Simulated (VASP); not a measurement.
Cu:

```
Cu
1.0
     2.56704    0.00000    0.00000
    -1.28352    2.22312    0.00000
     0.00000    0.00000    8.38656
Cu
4
Direct
  0.00000 0.00000 0.00000
  0.33333 0.66667 0.25000
  0.00000 0.00000 0.50000
  0.66667 0.33333 0.75000
```

This isn't the form of Cu at room conditions, which is fcc.

- Program: VASP 6.6.1
- Task: relaxation of cell and atoms
- Functional: PBE
- Dispersion: D3(BJ)
- Potentials or basis: VASP PAW PBE potentials, release 64 (Cu)
- Cutoff: 600 eV
- k mesh: 18 × 18 × 6
- Occupations: gaussian, width 0.1 eV
- Spin: no spin polarisation

At the start: pressure -7.4 GPa; volume 11.97 Å³/atom.

Task: Where does the relaxation end?

Result: Over 9 steps the energy falls by 14.9 meV/atom and the volume is 11.36 Å³/atom (-5.1 %); space group P6_3/mmc (No. 194, to 0.1 Å) before and after.

The path:
```tsv
step	energy change (eV)	largest force (eV/Å)	pressure (GPa)	volume (Å³)
1	0.0000	0.0000	-7.41	47.86
2	-0.0396	0.0000	5.80	44.13
3	-0.0595	0.0000	-0.24	45.42
4	-0.0594	0.0000	0.18	45.37
5	-0.0595	0.0000	-0.12	45.45
6	-0.0595	0.0000	0.16	45.43
7	-0.0595	0.0000	-0.13	45.44
8	-0.0595	0.0000	0.08	45.43
9	-0.0595	0.0000	0.00	45.44
```

Final structure:
```yaml
crystal:
  lattice:
    - [2.52293, 0.00000, 0.00000]
    - [-1.26147, 2.18492, 0.00000]
    - [0.00000, 0.00000, 8.24236]
  atoms:
    - { symbol: Cu, position: [0.00000, 0.00000, 0.00000] }
    - { symbol: Cu, position: [0.33333, 0.66667, 0.25000] }
    - { symbol: Cu, position: [0.00000, 0.00000, 0.50000] }
    - { symbol: Cu, position: [0.66667, 0.33333, 0.75000] }
```
